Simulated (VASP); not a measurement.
# GdRe3 (Pm-3m) in VASP: a series of runs, part 2 of 2

VASP 6.6.1.

## Step 3: Single point, PBE+U, collinear spin, ferromagnetic start (17.66 Å³/atom)

File INCAR:

```
SYSTEM = GdRe3
PREC = Accurate ; ENCUT = 520
EDIFF = 1E-7 ; ISMEAR = 0
SIGMA = 0.05 ; LREAL = .False.
LASPH = .True. ; NELM = 150
ALGO = Normal ; ISIF = 2
LWAVE = .False. ; LCHARG = .True.
ISPIN = 2 ; MAGMOM = 7.73 -0.03 -0.03 -0.03
LORBIT = 11 ; LMAXMIX = 6
LDAU = .True. ; LDAUTYPE = 2
LDAUL = 3 -1 ; LDAUU = 6 0
LDAUJ = 0 0 ; LDAUPRINT = 1
GGA = PE ; LELF = .True.
LVHAR = .True. ; NBANDS = 32
```

File KPOINTS:

```
regular mesh
0
Gamma
  8 8 8
  0 0 0
```

File POSCAR:

```
GdRe3
1.0
    4.1337201340      0.0000000000      0.0000000000
    0.0000000000      4.1337201340      0.0000000000
    0.0000000000      0.0000000000      4.1337201340
Gd Re
1 3
Direct
    0.0000000000      0.0000000000      0.0000000000
    0.0000000000      0.5000000000      0.5000000000
    0.5000000000      0.5000000000      0.0000000000
    0.5000000000      0.0000000000      0.5000000000
```

Potentials or basis: VASP PAW PBE potentials, release 64 (Gd, Re).

Run with:

```bash
cat potpaw_PBE.64/Gd/POTCAR potpaw_PBE.64/Re/POTCAR > POTCAR
mpirun -np 1 vasp_std > vasp.out
```

OUTCAR:

```text
SYSTEM = GdRe3
   PREC = Accurate
   ENCUT = 520
   EDIFF = 1E-7
   ISMEAR = 0
   LREAL = .False.
   LASPH = .True.
   NELM = 150
   ISIF = 2
   ISPIN = 2
   LORBIT = 11
   GGA = PE

 ion  position               nearest neighbor table
   1  0.000  0.000  0.000-   2 2.92   3 2.92   4 2.92   2 2.92   4 2.92   2 2.92   3 2.92   2 2.92
                             3 2.92   4 2.92   4 2.92   3 2.92
   2  0.000  0.500  0.500-   1 2.92   3 2.92   4 2.92   1 2.92   3 2.92   1 2.92   4 2.92   1 2.92
                             3 2.92   4 2.92   3 2.92   4 2.92
   3  0.500  0.500  0.000-   1 2.92   2 2.92   4 2.92   2 2.92   4 2.92   1 2.92   4 2.92   4 2.92
                             1 2.92   2 2.92   2 2.92   1 2.92
   4  0.500  0.000  0.500-   1 2.92   2 2.92   3 2.92   1 2.92   3 2.92   2 2.92   3 2.92   3 2.92
                             1 2.92   2 2.92   1 2.92   2 2.92

  LATTYP: Found a simple cubic cell.
 ALAT       =     4.1337201340

  Lattice vectors:

 A1 = (   4.1337201340,   0.0000000000,   0.0000000000)
 A2 = (   0.0000000000,   4.1337201340,   0.0000000000)
 A3 = (   0.0000000000,   0.0000000000,   4.1337201340)

Analysis of symmetry for initial positions (statically):
=====================================================================
 Subroutine PRICEL returns:
 Original cell was already a primitive cell.

 Routine SETGRP: Setting up the symmetry group for a
 simple cubic supercell.

 Subroutine GETGRP returns: Found 48 space group operations
 (whereof 48 operations were pure point group operations)
 out of a pool of 48 trial point group operations.

The static configuration has the point symmetry O_h .

Analysis of symmetry for dynamics (positions and initial velocities):
=====================================================================
 Subroutine PRICEL returns:
 Original cell was already a primitive cell.

 Routine SETGRP: Setting up the symmetry group for a
 simple cubic supercell.

 Subroutine GETGRP returns: Found 48 space group operations
 (whereof 48 operations were pure point group operations)
 out of a pool of 48 trial point group operations.

The dynamic configuration has the point symmetry O_h .

Analysis of structural, dynamic, and magnetic symmetry:
[... 186 lines left out ...]
  o =  0.0040  v =  0.0000  0.0000  0.0000  0.0000  0.0000  0.0000  0.0000 -0.0000  0.0000  0.0000  0.0000 -0.0002  1.0000 -0.0002      0.0000  0.0000  0.0000  0.0000  0.0000  0.0000  0.0000  0.0000  0.0000  0.0000  0.0000  0.0000  0.0000  0.0000
  o =  0.0073  v =  0.0000  0.0000  0.0000  0.0000  0.0000  0.0000  0.0000  0.0001  0.0000  0.0001 -0.0002  0.6124 -0.0000 -0.7906      0.0000  0.0000  0.0000  0.0000  0.0000  0.0000  0.0000  0.0000  0.0000  0.0000  0.0000  0.0000  0.0000  0.0000
  o =  0.0073  v =  0.0000  0.0000  0.0000  0.0000  0.0000  0.0000  0.0000  0.7906 -0.0000  0.6124 -0.0001 -0.0001 -0.0000  0.0001      0.0000  0.0000  0.0000  0.0000  0.0000  0.0000  0.0000  0.0000  0.0000  0.0000  0.0000  0.0000  0.0000  0.0000
  o =  0.0073  v =  0.0000  0.0000  0.0000  0.0000  0.0000  0.0000  0.0000 -0.0001 -0.0000 -0.0001 -1.0000 -0.0001  0.0000  0.0002      0.0000  0.0000  0.0000  0.0000  0.0000  0.0000  0.0000  0.0000  0.0000  0.0000  0.0000  0.0000  0.0000  0.0000
  o =  0.0094  v =  0.0000  0.0000  0.0000  0.0000  0.0000  0.0000  0.0000  0.0000  1.0000  0.0000 -0.0000 -0.0000 -0.0000  0.0000      0.0000  0.0000  0.0000  0.0000  0.0000  0.0000  0.0000  0.0000  0.0000  0.0000  0.0000  0.0000  0.0000  0.0000
  o =  0.9837  v = -0.0000 -0.0000  0.0001  0.0000 -0.0074 -1.0000 -0.0058  0.0000  0.0000  0.0000  0.0000  0.0000  0.0000  0.0000      0.0000  0.0000  0.0000  0.0000  0.0000  0.0000  0.0000  0.0000  0.0000  0.0000  0.0000  0.0000  0.0000  0.0000
  o =  0.9837  v =  0.6124  0.0000 -0.7906 -0.0000  0.0000 -0.0001  0.0000  0.0000  0.0000  0.0000  0.0000  0.0000  0.0000  0.0000      0.0000  0.0000  0.0000  0.0000  0.0000  0.0000  0.0000  0.0000  0.0000  0.0000  0.0000  0.0000  0.0000  0.0000
  o =  0.9837  v =  0.0000 -0.0000 -0.0000  0.0000 -0.7905  0.0094 -0.6123  0.0000  0.0000  0.0000  0.0000  0.0000  0.0000  0.0000      0.0000  0.0000  0.0000  0.0000  0.0000  0.0000  0.0000  0.0000  0.0000  0.0000  0.0000  0.0000  0.0000  0.0000
  o =  0.9913  v =  0.0004 -0.0000  0.0003  0.9997 -0.0159  0.0000  0.0205  0.0000  0.0000  0.0000  0.0000  0.0000  0.0000  0.0000      0.0000  0.0000  0.0000  0.0000  0.0000  0.0000  0.0000  0.0000  0.0000  0.0000  0.0000  0.0000  0.0000  0.0000
  o =  0.9913  v =  0.7906 -0.0000  0.6124 -0.0005 -0.0001 -0.0000  0.0001  0.0000  0.0000  0.0000  0.0000  0.0000  0.0000  0.0000      0.0000  0.0000  0.0000  0.0000  0.0000  0.0000  0.0000  0.0000  0.0000  0.0000  0.0000  0.0000  0.0000  0.0000
  o =  0.9913  v =  0.0001 -0.0000  0.0001  0.0260  0.6122  0.0000 -0.7903  0.0000  0.0000  0.0000  0.0000  0.0000  0.0000  0.0000      0.0000  0.0000  0.0000  0.0000  0.0000  0.0000  0.0000  0.0000  0.0000  0.0000  0.0000  0.0000  0.0000  0.0000
  o =  0.9934  v = -0.0000 -1.0000 -0.0000 -0.0000 -0.0000  0.0000  0.0000  0.0000  0.0000  0.0000  0.0000  0.0000  0.0000  0.0000      0.0000  0.0000  0.0000  0.0000  0.0000  0.0000  0.0000  0.0000  0.0000  0.0000  0.0000  0.0000  0.0000  0.0000

 number of electron      39.0000012 magnetization       7.0988864

 Free energy of the ion-electron system (eV)
  ---------------------------------------------------
  ext. energy  EPLUGINS =         0.00000000
  ---------------------------------------------------
  free energy    TOTEN  =       -45.27871835 eV

  energy without entropy =      -45.27205355  energy(sigma->0) =      -45.27538595

 E-fermi :   5.9204     XC(G=0): -12.8173

 val. band max:        5.9154823234   @ k =   0.3750   0.2500   0.2500
 cond. band min:       5.9256247504   @ k =   0.5000   0.5000   0.0000
 fundamental gap:      0.0101424270
 Fermi energy:         5.9204391578

 spin component 1

 k-point     1 :       0.0000    0.0000    0.0000
  band No.  band energies     occupation
      1     -37.4325      1.00000
      2     -14.9767      1.00000
      3     -14.9767      1.00000
      4     -14.9767      1.00000
      5      -2.0303      1.00000
      6      -0.0001      1.00000
[... 1625 lines left out ...]
     30      11.2957      0.00000
     31      11.3278      0.00000

 [... further k-points ...]

 [bands above 31 left out]

------------------------ aborting loop because EDIFF is reached ----------------------------------------

  FORCE on cell =-STRESS in cart. coord.  units (eV):
  Direction    XX          YY          ZZ          XY          YZ          ZX
  --------------------------------------------------------------------------------------
  -------------------------------------------------------------------------------------
  Total       -0.0247060     -0.0247060     -0.0247060      0.0000000     -0.0000000      0.0000000
  in kB       -0.5603899     -0.5603899     -0.5603899      0.0000000     -0.0000000      0.0000000
  external PRESSURE =      -0.5603899 kB  Pullay stress =       0.0000000 kB

 VOLUME and BASIS-vectors are now :
 -----------------------------------------------------------------------------
  energy-cutoff  :      520.00
  volume of cell :       70.64
      direct lattice vectors                 reciprocal lattice vectors
     4.133720134  0.000000000  0.000000000     0.241912845  0.000000000  0.000000000
     0.000000000  4.133720134  0.000000000     0.000000000  0.241912845  0.000000000
     0.000000000  0.000000000  4.133720134     0.000000000  0.000000000  0.241912845

 POSITION                                       TOTAL-FORCE (eV/Angst)
 -----------------------------------------------------------------------------------
      0.00000      0.00000      0.00000         0.000000      0.000000      0.000000
      0.00000      2.06686      2.06686         0.000000      0.000000      0.000000
      2.06686      2.06686      0.00000         0.000000      0.000000      0.000000
      2.06686      0.00000      2.06686         0.000000      0.000000      0.000000
 -----------------------------------------------------------------------------------
    total drift:                                0.000000      0.000000     -0.000000

  FREE ENERGIE OF THE ION-ELECTRON SYSTEM (eV)
  ---------------------------------------------------
  free  energy   TOTEN  =       -45.2787183528 eV

  energy  without entropy=      -45.2720535534  energy(sigma->0) =      -45.27538595

 total charge

# of ion       s       p       d       f       tot
--------------------------------------------------
    1        2.074   5.646   0.812   6.954  15.485
    2        0.607   0.437   4.740   0.000   5.783
    3        0.607   0.437   4.740   0.000   5.783
    4        0.607   0.437   4.740   0.000   5.783
--------------------------------------------------
tot          3.894   6.957  15.030   6.954  32.835

 magnetization (x)

# of ion       s       p       d       f       tot
--------------------------------------------------
    1        0.003  -0.073   0.085   6.870   6.885
    2       -0.003   0.013  -0.034   0.000  -0.023
    3       -0.003   0.013  -0.034   0.000  -0.023
    4       -0.003   0.013  -0.034   0.000  -0.023
--------------------------------------------------
tot         -0.006  -0.032  -0.016   6.870   6.816
```

Run time: 4.4 min. Hardware: 1 thread of Intel Xeon Platinum 8259CL at 2.50GHz (Skylake/Cascade Lake), shared host; peak memory 0.3 GiB.

Results:

* Free energy: -45.2787 eV
* Pressure: -0.1 GPa
* Net moment: 7.10 μB per cell
* Site moments: Gd +6.88; Re -0.02 μB
* Valence electrons inside the program's atomic spheres: Gd 15.48; Re 5.78

Eigenvalues of the final occupation matrices:
```csv
site,spin,trace,eigenvalues
site 1 f,1,6.92,0.98 0.98 0.98 0.99 0.99 0.99 0.99
site 1 f,2,0.04,0.00 0.00 0.00 0.01 0.01 0.01 0.01
```

Caveat: spin-orbit coupling is left out, which moves the levels of the heavy elements.

## Step 4: Single point, PBE+U, collinear spin, ferromagnetic start

This run uses another cell than the first one: it holds 4 atoms, not 8.

File INCAR:

```
SYSTEM = GdRe3
PREC     = Accurate       ! precision mode
ENCUT    = 520            ! plane-wave cutoff, eV
EDIFF    = 1E-6           ! SCF threshold, eV
ISMEAR   = 0              ! smearing method
SIGMA    = 0.05           ! smearing width, eV
LREAL    = .FALSE.        ! projectors in reciprocal space
LASPH    = .TRUE.         ! aspherical terms in the spheres
NELM     = 150            ! most SCF steps
ALGO     = Normal         ! electronic algorithm
ISIF     = 2              ! what is computed and relaxed
LWAVE    = .FALSE.        ! write WAVECAR
LCHARG   = .FALSE.        ! write CHGCAR
ISPIN    = 2              ! spin polarisation
MAGMOM   = 0.5 0 0 0      ! initial moments
LORBIT   = 11             ! projections on sites
LMAXMIX  = 6              ! l up to which the mixer works
LDAU     = .TRUE.         ! DFT+U
LDAUTYPE = 2            
LDAUL    = 3 -1           ! shell
LDAUU    = 6 0            ! U, eV
LDAUJ    = 0 0          
LDAUPRINT= 1            
GGA      = PE             ! functional
NBANDS   = 32             ! bands
```

File KPOINTS:

```
Automatic mesh
0
G
  8 8 8
  0 0 0
```

POSCAR is that of step 3.

Run with:

```bash
cat potpaw_PBE.64/Gd/POTCAR potpaw_PBE.64/Re/POTCAR > POTCAR
mpirun -np 1 vasp_std > vasp.out
```

It took 18 min on 1 thread of Intel Xeon Platinum 8259CL at 2.50GHz (Skylake/Cascade Lake), shared host; peak memory 0.31 GiB.

It converged, with:

```yaml
Free_energy: -45.2787 eV
Pressure: 0.0 GPa
Net_moment: 7.10 μB per cell
Site_moments: Gd +6.88; Re -0.02 μB
Valence_electrons_inside_the_program's_atomic_spheres: Gd 15.48; Re 5.78
```

Levels at points of the mesh, in eV from the Fermi level:
Spin up:
| k point | band 19 | band 20 | band 21 | band 22 | band 23 | band 24 | band 25 | band 26 | band 27 | band 28 |
| --- | --- | --- | --- | --- | --- | --- | --- | --- | --- | --- |
| (0.00, 0.00, 0.00) | -0.64 | -0.64 | -0.64 | 1.70 | 1.70 | 3.11 | 3.55 | 3.55 | 3.55 | 3.73 |
| (0.50, 0.00, 0.00) | -1.83 | -1.78 | -1.78 | -0.50 | -0.28 | 0.34 | 0.70 | 0.70 | 2.09 | 3.08 |
| (0.50, 0.50, 0.00) | -1.75 | -1.75 | -1.62 | -1.35 | -0.64 | -0.11 | 0.09 | 0.09 | 1.04 | 1.05 |
| (0.50, 0.50, 0.50) | -0.79 | -0.79 | -0.79 | -0.10 | -0.10 | 0.13 | 2.03 | 2.03 | 2.03 | 3.16 |
Spin down:
```
           k point  band 12  band 13  band 14  band 15  band 16  band 17  band 18  band 19  band 20  band 21
(0.00, 0.00, 0.00)    -0.56    -0.56    -0.56     1.70     1.70     3.07     3.46     3.46     3.46     3.71
(0.50, 0.00, 0.00)    -1.75    -1.75    -1.75    -0.54    -0.28     0.10     0.59     0.59     2.01     3.57
(0.50, 0.50, 0.00)    -1.71    -1.71    -1.52    -1.18    -0.30    -0.13     0.01     0.01     0.75     1.04
(0.50, 0.50, 0.50)    -0.72    -0.72    -0.72     0.04     0.05     0.05     2.35     2.35     2.35     3.14
```

Eigenvalues of the final occupation matrices:
| site | spin | trace | eigenvalues |
| --- | --- | --- | --- |
| site 1 f | 1 | 6.92 | 0.98 0.98 0.98 0.99 0.99 0.99 0.99 |
| site 1 f | 2 | 0.04 | 0.00 0.00 0.00 0.01 0.01 0.01 0.01 |

Caveat: spin-orbit coupling is left out, which moves the levels of the heavy elements. The state reached can hang on the start; a lower one may exist.
